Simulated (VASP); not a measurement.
The system is Ge.

```
Ge
1.0
     0.00000    2.88574    5.11566
     2.63050    0.00000    5.11566
     2.63050    2.88574    0.00000
Ge
4
Direct
  0.72649 0.27351 0.72649
  0.27351 0.72649 0.27351
  0.21813 0.21813 0.78187
  0.78187 0.78187 0.21813
```

Program: VASP 6.6.1. Alike in all runs: task single point; potentials or basis VASP PAW PBE potentials, release 64 (Ge_d); no spin polarisation; cell as given; cutoff (eV) 520.

**Question.** Order these runs on this cell by their pressure, lowest first.
A. level PBE; k mesh 7 × 7 × 7; smearing gaussian 0.1 eV
B. level PBEsol; k mesh 7 × 7 × 7; smearing gaussian 0.02 eV
C. level PBE-based screened hybrid; k mesh 4 × 4 × 4; smearing fermi-dirac 0.05 eV; grid for exact exchange (PRECFOCK) Normal; share of exact exchange 0.5; screening parameter 0.2 1/Å

**Answer.** C (-5.7 GPa), B (-3.6 GPa), A (0.0 GPa).

Caveats: some runs use coarse meshes; the PAW data sets were made with another functional, which shifts forces and pressure a little (some runs).
